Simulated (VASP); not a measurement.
# NaHF2 (R-3m) in VASP: settings compared

NaHF2 is run at these levels: LDA, r2SCAN, HSE06; tasks: single point.

Everything below comes from runs of VASP 6.6.1. Logs are shortened: lines on timing, memory, paths and dates and some standing lists are left out, and cuts for length are marked.

## (1) The cell of the first run

Symmetry: R-3m, No. 166, trigonal system. The conventional cell has a = 3.395 Å, b = 3.395 Å, c = 13.708 Å, α = 90.00°, β = 90.00°, γ = 120.00°. Within 3.1 Å of Na (site symmetry -3m) lie 6 F at 2.27 Å and 6 H at 3.01 Å. Within 1.5 Å of H (site symmetry -3m) lie 2 F at 1.13 Å. F (site symmetry 3m) has 1 H at 1.13 Å within 1.5 Å.

## (2) Single point, LDA

INCAR

```
PREC = Accurate
ENCUT = 600
EDIFF = 1E-6
ISMEAR = 0
SIGMA = 0.01
LREAL = F
LASPH = T
NELM = 120
ALGO = Normal
ISIF = 2
LWAVE = F
LCHARG = F
NBANDS = 19
GGA_COMPAT = F
```

KPOINTS

```
regular mesh
0
Gamma
  4 4 4
```

POSCAR

```
NaHF2
1.0
    1.6977160746      0.9801768327      4.5692389264
   -1.6977160746      0.9801768327      4.5692389264
    0.0000000000     -1.9603536654      4.5692389264
Na H F
1 1 2
Direct
    0.0000000000      0.0000000000      0.0000000000
    0.5000000000      0.5000000000      0.5000000000
    0.4172389337      0.4172389337      0.4172389337
    0.5827610663      0.5827610663      0.5827610663
```

Potentials or basis: VASP PAW LDA potentials, release 64 (Na_pv, H, F).

Started as:

```bash
$ cat potpaw_LDA.64/Na_pv/POTCAR potpaw_LDA.64/H/POTCAR potpaw_LDA.64/F/POTCAR > POTCAR
$ mpirun -np 1 vasp_std > vasp.out
```

OUTCAR:

```text
PREC = Accurate
   ENCUT = 600
   EDIFF = 1E-6
   ISMEAR = 0
   LREAL = F
   LASPH = T
   NELM = 120
   ISIF = 2

 ion  position               nearest neighbor table
   1  0.000  0.000  0.000-   4 2.27   4 2.27   3 2.27   3 2.27   4 2.27   3 2.27
   2  0.500  0.500  0.500-   3 1.13   4 1.13
   3  0.417  0.417  0.417-   2 1.13   1 2.27   1 2.27   1 2.27
   4  0.583  0.583  0.583-   2 1.13   1 2.27   1 2.27   1 2.27

  LATTYP: Found a trigonal (rhomboedric) cell.
 ALAT       =     4.9720147687
 COS(alpha) =     0.7668178527

  Lattice vectors:

 A1 = (   1.6977160746,   0.9801768327,   4.5692389264)
 A2 = (  -1.6977160746,   0.9801768327,   4.5692389264)
 A3 = (   0.0000000000,  -1.9603536654,   4.5692389264)

Analysis of symmetry for initial positions (statically):
=====================================================================
 Subroutine PRICEL returns:
 Original cell was already a primitive cell.

 Routine SETGRP: Setting up the symmetry group for a
 trigonal (rhombohedral) supercell.

 Subroutine GETGRP returns: Found 12 space group operations
 (whereof 12 operations were pure point group operations)
 out of a pool of 12 trial point group operations.

The static configuration has the point symmetry D_3d.

Analysis of symmetry for dynamics (positions and initial velocities):
=====================================================================
 Subroutine PRICEL returns:
 Original cell was already a primitive cell.

 Routine SETGRP: Setting up the symmetry group for a
 trigonal (rhombohedral) supercell.

 Subroutine GETGRP returns: Found 12 space group operations
 (whereof 12 operations were pure point group operations)
 out of a pool of 12 trial point group operations.

The dynamic configuration has the point symmetry D_3d.

 Subroutine INISYM returns: Found 12 space group operations
 (whereof 12 operations are pure point group operations),
 and found     1 'primitive' translations

----------------------------------------------------------------------------------------

                                     Primitive cell

  volume of cell :      45.6210

  direct lattice vectors                    reciprocal lattice vectors
     1.697716075  0.980176833  4.569238926     0.294513321  0.170037345  0.072951609
    -1.697716075  0.980176833  4.569238926    -0.294513321  0.170037345  0.072951609
     0.000000000 -1.960353665  4.569238926     0.000000000 -0.340074691  0.072951609

  length of vectors
     4.972014769  4.972014769  4.972014769     0.347811346  0.347811346  0.347811346

  position of ions in fractional coordinates (direct lattice)
     0.000000000  0.000000000  0.000000000
     0.500000000  0.500000000  0.500000000
     0.417238934  0.417238934  0.417238934
     0.582761066  0.582761066  0.582761066

  ion indices of the primitive-cell ions
   primitive index   ion index
                 1           1
                 2           2
                 3           3
                 4           4

----------------------------------------------------------------------------------------

 KPOINTS: regular mesh

Automatic generation of k-mesh.
 Grid dimensions read from file:
 generate k-points for:    4    4    4

 Generating k-lattice:

  Cartesian coordinates                     Fractional coordinates (reciprocal lattice)
     0.073628330  0.042509336  0.018237902     0.250000000  0.000000000 -0.000000000
    -0.073628330  0.042509336  0.018237902     0.000000000  0.250000000 -0.000000000
     0.000000000 -0.085018673  0.018237902    -0.000000000 -0.000000000  0.250000000

  Length of vectors
     0.086952837  0.086952837  0.086952837

  Shift w.r.t. Gamma in fractional coordinates (k-lattice)
     0.000000000  0.000000000  0.000000000

 Subroutine IBZKPT returns following result:
 ===========================================

 Found     13 irreducible k-points:

 Following reciprocal coordinates:
            Coordinates               Weight
  0.000000  0.000000  0.000000      1.000000
  0.250000  0.000000  0.000000      6.000000
  0.500000  0.000000  0.000000      3.000000
  0.250000  0.250000  0.000000      6.000000
  0.500000  0.250000  0.000000     12.000000
 -0.250000  0.250000  0.000000      6.000000
  0.500000  0.500000  0.000000      3.000000
  0.250000  0.250000  0.250000      2.000000
  0.500000  0.250000  0.250000      6.000000
 -0.250000  0.250000  0.250000      6.000000
  0.500000  0.500000  0.250000      6.000000
 -0.250000  0.500000  0.250000      6.000000
  0.500000  0.500000  0.500000      1.000000
   k-points           NKPTS =     13   k-points in BZ     NKDIM =     13   number of bands    NBANDS=     19
   number of dos      NEDOS =    301   number of ions     NIONS =      4
   total plane-waves  NPLWV =  64000
   dimension x,y,z NGX =    40 NGY =   40 NGZ =   40
   dimension x,y,z NGXF=    80 NGYF=   80 NGZF=   80
   ions per type =               1   1   2
   NGX,Y,Z   is equivalent  to a cutoff of  13.37, 13.37, 13.37 a.u.
   NGXF,Y,Z  is equivalent  to a cutoff of  26.75, 26.75, 26.75 a.u.
 SYSTEM =  unknown system
   PREC   = accura    normal or accurate (medium, high low for compatibility)
   ISTART =      0    job   : 0-new  1-cont  2-samecut
   ICHARG =      2    charge: 1-file 2-atom 10-const
   ISPIN  =      1    spin polarized calculation?
   LNONCOLLINEAR =      F non collinear calculations
   LSORBIT =      F    spin-orbit coupling
   LASPH  =      T    aspherical Exc in radial PAW
   ENCUT  =  600.0 eV  44.10 Ry    6.64 a.u.   9.93  9.93  9.93*2*pi/ulx,y,z
   NELM   =    120;   NELMIN=  2; NELMDL= -5     # of ELM steps
   EDIFF  = 0.1E-05   stopping-criterion for ELM
   LREAL  =      F    real-space projection
[... 7 lines left out ...]
   TEBEG  =    0.0;   TEEND  =   0.0 temperature during run
   PSTRESS=    0.0 pullay stress
   NELECT =      22.0000    total number of electrons
   NUPDOWN=      -1.0000    fix difference up-down
   EMIN   =  10.00;   EMAX   =-10.00  energy-range for DOS
   EFERMI =   0.00;   METHOD = LEGACY
   ISMEAR =     0;   SIGMA  =   0.01  broadening in eV -4-tet -1-fermi 0-gaus
   EFERMI_NEDOS =   21; number of points for ismear=-14 and -15
   IALGO  =     38    algorithm
   IMIX   =      4    mixing-type and parameters
     AMIX     =   0.40;   BMIX     =  1.00
     AMIX_MAG =   1.60;   BMIX_MAG =  1.00
  volume/ion in A,a.u.               =      11.41        76.97
  Fermi-wavevector in a.u.,A,eV,Ry     =   1.283791  2.426012 22.424010  1.648118
  Thomas-Fermi vector in A             =   2.416023
   LORBIT       =      0    0 simple, 1 ext, 2 COOP (PROOUT), +10 PAW based schemes
   GGA     = CA    functional components
   LHFCALC =     F    Hartree Fock is set to
   AEXX    =    0.0000 exact exchange contribution
   IVDW    =     0    specifies the selected vdW correction
   LEPSILON=     F    determine dielectric tensor
   LRPA    =     F    only Hartree local field effects (RPA)
 non-spin polarized calculation
 Gauss-broadening in eV      SIGMA  =   0.01
  energy-cutoff  :      600.00
  volume of cell :       45.62
 maximum number of plane-waves:      1526
   NGX = 19   NGY = 19   NGZ = 19

 number of electron      22.0000003 magnetization

 Free energy of the ion-electron system (eV)
  ---------------------------------------------------
  ext. energy  EPLUGINS =         0.00000000
  ---------------------------------------------------
  free energy    TOTEN  =       -18.77391855 eV

  energy without entropy =      -18.77391855  energy(sigma->0) =      -18.77391855

 E-fermi :  -3.9445     XC(G=0):  -9.0460

 val. band max:       -4.0746208404   @ k =   0.5000   0.5000   0.5000
 cond. band min:       2.6659849746   @ k =   0.0000   0.0000   0.0000
 fundamental gap:      6.7406058150
 Fermi energy:        -3.9445260904

 k-point     1 :       0.0000    0.0000    0.0000
  band No.  band energies     occupation
      1     -24.2930      2.00000
      2     -23.2130      2.00000
      3     -22.2194      2.00000
      4     -22.2194      2.00000
      5     -21.9130      2.00000
      6      -9.1289      2.00000
[... 11 lines left out ...]
     18      17.2692      0.00000
     19      17.2692      0.00000

 k-point     2 :       0.2500    0.0000    0.0000
  band No.  band energies     occupation
      1     -24.3067      2.00000
      2     -23.0779      2.00000
      3     -22.2313      2.00000
      4     -22.1784      2.00000
      5     -22.0458      2.00000
      6      -8.9222      2.00000
[... 11 lines left out ...]
     18      15.3235      0.00000
     19      16.4034      0.00000

 k-point     3 :       0.5000    0.0000    0.0000
  band No.  band energies     occupation
      1     -24.3195      2.00000
      2     -22.8882      2.00000
      3     -22.2681      2.00000
      4     -22.2431      2.00000
      5     -22.1026      2.00000
      6      -8.7010      2.00000
[... 11 lines left out ...]
     18      15.4611      0.00000
     19      16.0115      0.00000

 k-point     4 :       0.2500    0.2500    0.0000
  band No.  band energies     occupation
      1     -24.2607      2.00000
      2     -23.1702      2.00000
      3     -22.2314      2.00000
      4     -22.2016      2.00000
      5     -21.9809      2.00000
      6      -8.8424      2.00000
[... 165 lines left out ...]
     18      15.8576      0.00000
     19      16.5237      0.00000

 k-point    12 :      -0.2500    0.5000    0.2500
  band No.  band energies     occupation
      1     -24.1696      2.00000
      2     -23.2493      2.00000
      3     -22.2631      2.00000
      4     -22.1934      2.00000
      5     -21.9517      2.00000
      6      -8.5501      2.00000
[... 11 lines left out ...]
     18      15.9454      0.00000
     19      16.6473      0.00000

 k-point    13 :       0.5000    0.5000    0.5000
  band No.  band energies     occupation
      1     -24.2880      2.00000
      2     -23.0778      2.00000
      3     -22.2194      2.00000
      4     -22.2194      2.00000
      5     -22.1096      2.00000
      6      -8.4397      2.00000
[... 11 lines left out ...]
     18      16.2595      0.00000
     19      16.2595      0.00000

------------------------ aborting loop because EDIFF is reached ----------------------------------------

  FORCE on cell =-STRESS in cart. coord.  units (eV):
  Direction    XX          YY          ZZ          XY          YZ          ZX
  --------------------------------------------------------------------------------------
  -------------------------------------------------------------------------------------
  Total       -0.5342257     -0.5342257     -0.0978008      0.0000000      0.0000000      0.0000000
  in kB      -18.7616363    -18.7616363     -3.4346967      0.0000000      0.0000000      0.0000000
  external PRESSURE =     -13.6526564 kB  Pullay stress =       0.0000000 kB

 VOLUME and BASIS-vectors are now :
 -----------------------------------------------------------------------------
  energy-cutoff  :      600.00
  volume of cell :       45.62
      direct lattice vectors                 reciprocal lattice vectors
     1.697716075  0.980176833  4.569238926     0.294513321  0.170037345  0.072951609
    -1.697716075  0.980176833  4.569238926    -0.294513321  0.170037345  0.072951609
     0.000000000 -1.960353665  4.569238926     0.000000000 -0.340074691  0.072951609

 POSITION                                       TOTAL-FORCE (eV/Angst)
 -----------------------------------------------------------------------------------
      0.00000      0.00000      0.00000        -0.000000      0.000000     -0.000000
      0.00000      0.00000      6.85386         0.000000     -0.000000     -0.000000
      0.00000      0.00000      5.71939        -0.000000     -0.000000     -0.301689
      0.00000      0.00000      7.98832        -0.000000      0.000000      0.301689
 -----------------------------------------------------------------------------------
    total drift:                               -0.000000     -0.000000      0.000000

  FREE ENERGIE OF THE ION-ELECTRON SYSTEM (eV)
  ---------------------------------------------------
  free  energy   TOTEN  =       -18.7739185470 eV

  energy  without entropy=      -18.7739185470  energy(sigma->0) =      -18.77391855
```

Run time: 10 s. Hardware: 1 thread of AMD EPYC 9R45 (Zen 5), shared host; peak memory 0.15 GiB.

Results:

- Free energy: -18.7739 eV
- Pressure: -1.4 GPa
- Largest force: 0.302 eV/Å
- Band gap on the k mesh: 6.74 eV (least direct gap 6.94 eV)

Forces in eV/Å, atoms in the order of the input:
```
Na   0.000  0.000  0.000
H    0.000  0.000  0.000
F    0.000  0.000 -0.302
F    0.000  0.000  0.302
```

Stress tensor (GPa, compression positive):
```
-1.88  0.00  0.00
 0.00 -1.88  0.00
 0.00  0.00 -0.34
```

Levels at points of the mesh, in eV from the valence-band top:
```
           k point  band 9  band 10  band 11  band 12  band 13  band 14
(0.00, 0.00, 0.00)   -0.25    -0.25    -0.20     6.74    13.05    14.22
(0.50, 0.00, 0.00)   -0.60    -0.41    -0.35    11.01    11.73    15.12
(0.50, 0.50, 0.00)   -0.88    -0.60    -0.15    11.87    12.10    13.55
(0.50, 0.50, 0.50)   -0.74     0.00     0.00     8.43     9.75    16.32
```

Caveat: the k points lie up to 0.55 Å⁻¹ apart.

## (3) Single point, r2SCAN

POSCAR is that of step 2.

INCAR.step1

```
SYSTEM = NaHF2
ALGO = Normal ; EDIFF = 1E-5
ENCUT = 660 ; GGA = PE
GGA_COMPAT = .FALSE. ; ISMEAR = 0
LASPH = .TRUE. ; LCHARG = .FALSE.
LREAL = .FALSE. ; LWAVE = .TRUE.
NBANDS = 19 ; NELM = 120
PREC = Accurate ; SIGMA = 0.01
```

INCAR.step2

```
SYSTEM = NaHF2
ALGO = Normal ; EDIFF = 1E-6
ENCUT = 660 ; GGA_COMPAT = .FALSE.
ISIF = 2 ; ISMEAR = 0
ISTART = 1 ; LASPH = .TRUE.
LCHARG = .TRUE. ; LELF = .TRUE.
LMIXTAU = .TRUE. ; LREAL = .FALSE.
LVHAR = .TRUE. ; LWAVE = .FALSE.
METAGGA = R2SCAN ; NBANDS = 19
NELM = 120 ; PREC = Accurate
SIGMA = 0.01
```

KPOINTS

```
k-points
0
G
  4 4 4
  0 0 0
```

Potentials or basis: VASP PAW PBE potentials, release 64 (Na_pv, H, F).

Started as:

```bash
$ cat potpaw_PBE.64/Na_pv/POTCAR potpaw_PBE.64/H/POTCAR potpaw_PBE.64/F/POTCAR > POTCAR
$ cp INCAR.step1 INCAR
$ mpirun -np 1 vasp_std > vasp.out
$ cp INCAR.step2 INCAR
$ mpirun -np 1 vasp_std > vasp.out
```

Run time: 77 s. Hardware: 1 thread of AMD EPYC 9R45 (Zen 5), shared host; peak memory 0.24 GiB.

It converged, with:

```
Free energy            : -22.7940 eV
Pressure               : 0.1 GPa
Largest force          : 0.069 eV/Å
Band gap on the k mesh : 7.89 eV (least direct gap 8.00 eV)
```

Forces on the atoms (eV/Å):
```
Na   0.000  0.000  0.000
H    0.000  0.000  0.000
F    0.000  0.000 -0.069
F    0.000  0.000  0.069
```

Stress tensor (GPa, compression positive):
```
-0.06  0.00  0.00
 0.00 -0.06  0.00
 0.00  0.00  0.53
```

Levels at points of the mesh, in eV from the valence-band top:
| k point | band 7 | band 8 | band 9 | band 10 | band 11 | band 12 | band 13 | band 14 | band 15 | band 16 |
| --- | --- | --- | --- | --- | --- | --- | --- | --- | --- | --- |
| (0.00, 0.00, 0.00) | -0.51 | -0.51 | -0.25 | -0.25 | -0.11 | 7.89 | 14.41 | 15.58 | 18.87 | 20.51 |
| (0.50, 0.00, 0.00) | -1.69 | -0.70 | -0.57 | -0.33 | -0.32 | 12.23 | 12.86 | 16.64 | 16.90 | 17.25 |
| (0.50, 0.50, 0.00) | -1.44 | -0.86 | -0.86 | -0.50 | -0.15 | 12.99 | 13.34 | 14.87 | 15.12 | 17.92 |
| (0.50, 0.50, 0.50) | -1.08 | -0.73 | -0.73 | 0.00 | 0.00 | 9.51 | 11.13 | 17.57 | 20.34 | 21.00 |

Caveat: the k points lie up to 0.55 Å⁻¹ apart; the PAW data sets were made with another functional, which shifts forces and pressure a little. A k mesh can miss the band edges.

## (4) Single point, r2SCAN

POSCAR is that of step 3.

INCAR.step1

```
PREC = Accurate
ENCUT = 660
ISMEAR = 0
SIGMA = 0.01
LREAL = F
LASPH = T
NELM = 120
NBANDS = 19
GGA = PE
ALGO = Normal
EDIFF = 1E-5
LWAVE = T
LCHARG = F
GGA_COMPAT = F
```

INCAR.step2

```
PREC = Accurate
ENCUT = 660
EDIFF = 1E-6
ISMEAR = 0
SIGMA = 0.01
LREAL = F
LASPH = T
NELM = 120
ALGO = Normal
ISIF = 2
LWAVE = F
LCHARG = F
METAGGA = R2SCAN
LMIXTAU = T
NBANDS = 19
ISTART = 1
GGA_COMPAT = F
```

KPOINTS

```
Automatic mesh
0
Gamma
  4 4 4
```

Started as:

```bash
$ cat potpaw_PBE.64/Na_pv/POTCAR potpaw_PBE.64/H/POTCAR potpaw_PBE.64/F/POTCAR > POTCAR
$ cp INCAR.step1 INCAR
$ mpirun -np 1 vasp_std > vasp.out
$ cp INCAR.step2 INCAR
$ mpirun -np 1 vasp_std > vasp.out
```

It took 75 s on 1 thread of AMD EPYC 9R45 (Zen 5), shared host; peak memory 0.24 GiB.

Results (log left out):

- Free energy: -22.7940 eV
- Pressure: 0.1 GPa
- Largest force: 0.069 eV/Å
- Band gap on the k mesh: 7.89 eV (least direct gap 8.00 eV)

Forces on the atoms (eV/Å):
```
Na   0.000  0.000  0.000
H    0.000  0.000  0.000
F    0.000  0.000 -0.069
F    0.000  0.000  0.069
```

Stress tensor (GPa, compression positive):
```
-0.06  0.00  0.00
 0.00 -0.06  0.00
 0.00  0.00  0.53
```

Levels at points of the mesh, in eV from the valence-band top:
```
           k point  band 8  band 9  band 10  band 11  band 12  band 13  band 14  band 15
(0.00, 0.00, 0.00)   -0.51   -0.25    -0.25    -0.11     7.89    14.41    15.58    18.87
(0.50, 0.00, 0.00)   -0.70   -0.57    -0.33    -0.32    12.23    12.86    16.64    16.90
(0.50, 0.50, 0.00)   -0.86   -0.86    -0.50    -0.15    12.99    13.34    14.87    15.12
(0.50, 0.50, 0.50)   -0.73   -0.73     0.00     0.00     9.51    11.13    17.57    20.34
```

Caveat: the k points lie up to 0.55 Å⁻¹ apart; the PAW data sets were made with another functional, which shifts forces and pressure a little.

## (5) Single point, HSE06

POSCAR is that of step 4.

INCAR.step1

```
ALGO = Normal ; EDIFF = 1E-5
ENCUT = 520 ; GGA = PE
GGA_COMPAT = False ; ISIF = 2
ISMEAR = 0 ; LASPH = True
LREAL = False ; LWAVE = True
NBANDS = 19 ; NELM = 120
PREC = Accurate ; SIGMA = 0.01
```

INCAR.step2

```
ALGO = Normal ; EDIFF = 1E-6
ENCUT = 520 ; GGA = PE
GGA_COMPAT = False ; HFSCREEN = 0.2079
ISIF = 2 ; ISMEAR = 0
ISTART = 1 ; LASPH = True
LCHARG = True ; LELF = True
LHFCALC = True ; LREAL = False
LVHAR = True ; LWAVE = False
NBANDS = 19 ; NELM = 120
PREC = Accurate ; PRECFOCK = Normal
SIGMA = 0.01
```

KPOINTS

```
k-points
0
Gamma
  4 4 4
```

Started as:

```bash
$ cat potpaw_PBE.64/Na_pv/POTCAR potpaw_PBE.64/H/POTCAR potpaw_PBE.64/F/POTCAR > POTCAR
$ cp INCAR.step1 INCAR
$ mpirun -np 1 vasp_std > vasp.out
$ cp INCAR.step2 INCAR
$ mpirun -np 1 vasp_std > vasp.out
```

Run time: 11 min. Hardware: 1 thread of AMD EPYC 9R45 (Zen 5), shared host; peak memory 0.31 GiB.

The run converged. Its results:

```yaml
Free_energy: -21.1639 eV
Pressure: 1.5 GPa
Largest_force: 0.174 eV/Å
Band_gap_on_the_k_mesh: 9.28 eV
```

Forces on the atoms (eV/Å):
```
Na   0.000  0.000  0.000
H    0.000  0.000  0.000
F    0.000  0.000  0.174
F    0.000  0.000 -0.174
```

Stress tensor (GPa, compression positive):
```
1.86 0.00 0.00
0.00 1.86 0.00
0.00 0.00 0.83
```

Levels at points of the mesh, in eV from the valence-band top:
| k point | band 7 | band 8 | band 9 | band 10 | band 11 | band 12 | band 13 | band 14 | band 15 | band 16 |
| --- | --- | --- | --- | --- | --- | --- | --- | --- | --- | --- |
| (0.00, 0.00, 0.00) | -0.56 | -0.56 | -0.29 | -0.29 | 0.00 | 9.28 | 15.74 | 17.08 | 20.59 | 21.93 |
| (0.50, 0.00, 0.00) | -1.77 | -0.75 | -0.63 | -0.39 | -0.22 | 13.66 | 14.37 | 17.98 | 18.31 | 18.55 |
| (0.50, 0.50, 0.00) | -1.51 | -0.94 | -0.93 | -0.42 | -0.18 | 14.50 | 14.77 | 16.33 | 16.49 | 19.48 |
| (0.50, 0.50, 0.50) | -1.01 | -0.79 | -0.79 | -0.04 | -0.04 | 10.99 | 12.42 | 19.19 | 21.93 | 22.21 |

Caveat: the k points lie up to 0.55 Å⁻¹ apart; the PAW data sets were made with another functional, which shifts forces and pressure a little.

## (6) Summary

```tsv
level	potentials or basis	cutoff (eV)	grid for exact exchange (PRECFOCK)	share of exact exchange	screening parameter	gap on the mesh (eV)	pressure (GPa)	largest force (eV/Å)
LDA	VASP PAW LDA potentials, release 64 (Na_pv, H, F)	600	-	-	-	6.74	-1.4	0.30
r2SCAN	VASP PAW PBE potentials, release 64 (Na_pv, H, F)	660	-	-	-	7.89	0.1	0.07
HSE06	VASP PAW PBE potentials, release 64 (Na_pv, H, F)	520	Normal	0.25	0.2079 1/Å	9.28	1.5	0.17
```

Alike in all rows: task single point; no spin polarisation; cell as given; k mesh 4 × 4 × 4; smearing gaussian 0.01 eV.

Caveats: all runs use coarse meshes; the PAW data sets were made with another functional, which shifts forces and pressure a little (at least some runs).

Total energies depend on the potentials used, so only differences within one code and one set of settings carry meaning.
